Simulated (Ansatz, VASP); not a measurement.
Au: VASP beside Ansatz

```
Au
1.0
     2.83860    0.00000    0.00000
    -1.41930    2.45830    0.00000
     0.00000    0.00000    4.75372
Au
2
Direct
  0.33333 0.66667 0.25000
  0.66667 0.33333 0.75000
```

Alike in both runs: functional LDA; k mesh 18 × 18 × 10; occupations gaussian, width 0.1 eV; no spin polarisation.

Ansatz relaxed the structure, and its values are those at the end. VASP's run is a single point on that final structure, the one shown.

|  | VASP | Ansatz |
| --- | --- | --- |
| version | VASP 6.6.1 | Ansatz 0.2.0 |
| potentials or method | VASP PAW LDA potentials, release 64 (Au), cutoff 500 eV | scalar-relativistic, plane waves, PAW |
| valence electrons in the cell | 22 | 38 |

```csv
,VASP,Ansatz,Ansatz less VASP
gap on the k mesh at the Fermi level (eV),none,none,-
pressure (GPa),0.5,0.0,-0.51
```

LDA's correlation is that of Perdew and Zunger in VASP and of Perdew and Wang (1992) in Ansatz. A gap of «none» marks a metal or a gap that the smearing closes. VASP's potentials hold 22 valence electrons a cell and Ansatz's 38, so a difference there can come from the potentials and not from the codes.

Spin-orbit coupling is off throughout.
